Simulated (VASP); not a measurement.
Set up this calculation in VASP 6.6.1, as the native input.

```yaml
Task: single point
Functional: PBEsol-based global hybrid with 25 % exact exchange
Potentials_or_basis: VASP PAW PBE potentials, release 64 (W_sv, Au_sv_GW)
Cutoff: 400 eV
k_mesh: 4 × 4 × 4
Occupations: fermi-dirac, width 0.05 eV
Spin: no spin polarisation
Dipole_correction: no
Grid_for_exact_exchange_PRECFOCK: Normal
Share_of_exact_exchange: 0.25
Further_INCAR_settings: ALGO = Normal; EDIFF = 1e-06; NBANDS = 24
```

The system is WAu.

```
W Au
1.0
     0.00000    2.85660    2.85660
     2.85660    0.00000    2.85660
     2.85660    2.85660    0.00000
W Au
1 1
Direct
  0.00000 0.00000 0.00000
  0.75000 0.75000 0.75000
```

The input as run:

POSCAR

```
WAu
1.0
    0.0000000000      2.8566026160      2.8566026160
    2.8566026160      0.0000000000      2.8566026160
    2.8566026160      2.8566026160      0.0000000000
W Au
1 1
Direct
    0.0000000000      0.0000000000      0.0000000000
    0.7500000000      0.7500000000      0.7500000000
```

INCAR.step1

```
  PREC = Accurate
  ENCUT = 400
  EDIFF = 1E-5
  ISMEAR = -1
  SIGMA = 0.05
  LREAL = False
  LASPH = True
  NELM = 120
  ALGO = Normal
  ISIF = 2
  LWAVE = True
  LCHARG = False
  NBANDS = 24
  GGA = PE
  GGA_COMPAT = False
```

INCAR.step2

```
  PREC = Accurate
  ENCUT = 400
  EDIFF = 1E-6
  ISMEAR = -1
  SIGMA = 0.05
  LREAL = False
  LASPH = True
  NELM = 120
  ALGO = Normal
  ISIF = 2
  LWAVE = False
  LCHARG = False
  GGA = PS
  LHFCALC = True
  AEXX = 0.25
  PRECFOCK = Normal
  NBANDS = 24
  ISTART = 1
  GGA_COMPAT = False
```

KPOINTS

```
regular mesh
0
Gamma
  4 4 4
```

Potentials or basis: VASP PAW PBE potentials, release 64 (W_sv, Au_sv_GW).

Run with:

```sh
$ cat potpaw_PBE.64/W_sv/POTCAR potpaw_PBE.64/Au_sv_GW/POTCAR > POTCAR
$ cp INCAR.step1 INCAR
$ mpirun -np 1 vasp_std > vasp.out
$ cp INCAR.step2 INCAR
$ mpirun -np 1 vasp_std > vasp.out
```

Results of the run:

```
Pressure               : -1.7 GPa
Band gap on the k mesh : zero (an odd number of electrons rules out a gap without spin polarisation)
```

Caveat: the k points lie up to 0.48 Å⁻¹ apart, too coarse for converged energies and pressures of a metal; the PAW data sets were made with another functional, which shifts forces and pressure a little; spin-orbit coupling is left out, which moves the levels of the heavy elements.

Wall time 9.1 min on 1 thread of Intel(R) Xeon(R) 6975P-C (Granite Rapids) (shared host), peak memory 0.17 GiB.
